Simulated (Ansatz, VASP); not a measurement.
# One calculation of GaP, two programs

```
Ga P
1.0
     1.98547    1.14631    5.83079
    -1.98547    1.14631    5.83079
     0.00000   -2.29262    5.83079
Ga P
2 2
Cartesian
  0.0000 0.0000 7.6194
  0.0000 0.0000 9.8730
  0.0000 0.0000 1.0059
  0.0000 0.0000 16.4864
```

Alike in both runs: task single point; functional PBE; k mesh 9 × 9 × 9; occupations gaussian, width 0.05 eV; no spin polarisation.

```csv
,VASP,Ansatz
version,VASP 6.6.1,Ansatz 0.2.0
potentials or method,"VASP PAW PBE potentials, release 64 (Ga_d, P), cutoff 520 eV","scalar-relativistic, plane waves, PAW"
valence electrons in the cell,36,36
```

Ansatz gave:

```
gap on the k mesh at the Fermi level (eV)                     : 0.27
least direct gap on the mesh (eV)                             : 0.29
pressure (GPa)                                                : 7.9
traceless stress, the component that is largest in VASP (GPa) : 20.97
rms of the force components (eV/Å)                            : 1.310
```

Which values does VASP return?

gap on the k mesh at the Fermi level (eV): 0.27; least direct gap on the mesh (eV): 0.28; pressure (GPa): 7.8; traceless stress, the component that is largest in VASP (GPa): 20.79; rms of the force components (eV/Å): 1.278.

Atom by atom the forces differ by 0.034 eV/Å (rms over components).
